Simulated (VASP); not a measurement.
A run of VASP 6.6.1:

INCAR

```
SYSTEM = Co
PREC = Accurate ; ENCUT = 520
EDIFF = 1E-8 ; ISMEAR = -1
SIGMA = 0.05 ; LREAL = .FALSE.
LASPH = .TRUE. ; NELM = 150
ALGO = Normal ; ISIF = 2
LWAVE = .FALSE. ; LCHARG = .FALSE.
ISPIN = 2 ; MAGMOM = 2 2
LORBIT = 11 ; LMAXMIX = 4
GGA = PE ; LEFG = .TRUE.
NBANDS = 20
```

File KPOINTS:

```
Automatic mesh
0
G
  19 19 10
  0 0 0
```

Contents of POSCAR:

```
Co
1.0
    2.5190008694      0.0000000000      0.0000000000
   -1.2595004347      2.1815187451      0.0000000000
    0.0000000000      0.0000000000      4.0910000000
Co
2
Direct
    0.3333333333      0.6666666667      0.2500000000
    0.6666666667      0.3333333333      0.7500000000
```

Potentials or basis: VASP PAW PBE potentials, release 64 (Co).

Command:

```console
$ cat potpaw_PBE.64/Co/POTCAR > POTCAR
$ mpirun -np 1 vasp_std > vasp.out
```

Hardware: 1 thread of Intel(R) Xeon(R) Platinum 8259CL CPU @ 2.50GHz (Skylake/Cascade Lake), on a shared host.

Task: How long does it take, and how much memory?

Result: Run time: 4.7 min on 1 thread of Intel(R) Xeon(R) Platinum 8259CL CPU @ 2.50GHz (Skylake/Cascade Lake), on a shared host, peak memory 0.26 GiB. Counts: scf iterations 16, k points 240.
